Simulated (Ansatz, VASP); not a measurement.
**Two plane-wave programs on Rh**

INCAR

```
ALGO = Fast
EDIFF = 1E-6
ENCUT = 520
GGA = PS
ISIF = 2
ISMEAR = 0
LASPH = True
LCHARG = False
LREAL = False
LWAVE = False
NBANDS = 38
NELM = 100
PREC = Accurate
SIGMA = 0.15
```

Contents of KPOINTS:

```
k-points
0
Gamma
  18 18 6
```

The input POSCAR:

```
Rh
1.0
    2.7558000000      0.0000000000      0.0000000000
   -1.3779000000      2.3865928077      0.0000000000
    0.0000000000      0.0000000000      8.0293000000
Rh
4
Direct
    0.0000000000      0.0000000000      0.0000000000
    0.3333333333      0.6666666667      0.2500000000
    0.0000000000      0.0000000000      0.5000000000
    0.6666666667      0.3333333333      0.7500000000
```

Input for Ansatz:

```yaml
crystal:
  lattice:
    - [2.7558, 0.0, 0.0]
    - [-1.3779, 2.3865928077, 0.0]
    - [0.0, 0.0, 8.0293]
  atoms:
    - { symbol: Rh, position: [0.0, 0.0, 0.0] }
    - { symbol: Rh, position: [0.3333333333, 0.6666666667, 0.25] }
    - { symbol: Rh, position: [0.0, 0.0, 0.5] }
    - { symbol: Rh, position: [0.6666666667, 0.3333333333, 0.75] }
basis:
  ecutwfc: 420
kpoints:
  mp_grid: { grid: [18, 18, 6] }
hamiltonian:
  xc: pbesol
  pseudopotentials: { kind: paw, azcp: { folder: soft_1 } }
scf:
  occupations: { method: gaussian, width: 0.15 }
output:
  forces: true
  stress: true
  eigenvalues: true
```

Alike in both runs: task single point; functional PBEsol; k mesh 18 × 18 × 6; occupations gaussian, width 0.15 eV; no spin polarisation.

|  | VASP | Ansatz |
| --- | --- | --- |
| version | VASP 6.6.1 | Ansatz 0.2.0 |
| potentials or method | VASP PAW PBE potentials, release 64 (Rh_pv), cutoff 520 eV | scalar-relativistic, plane waves, PAW |
| valence electrons in the cell | 60 | 68 |

VASP gave:

```
gap on the k mesh at the Fermi level (eV)                     : none
pressure (GPa)                                                : 12.5
traceless stress, the component that is largest in VASP (GPa) : 27.12
```

Task: Which values does Ansatz return?

Result: gap on the k mesh at the Fermi level (eV): none; pressure (GPa): 12.6; traceless stress, the component that is largest in VASP (GPa): 27.16.

VASP's potentials were made for PBE, not for PBEsol, and Ansatz warns of the same on its side. A gap of «none» marks a metal or a gap that the smearing closes. VASP's potentials hold 60 valence electrons a cell and Ansatz's 68, so a difference there can come from the potentials and not from the codes.
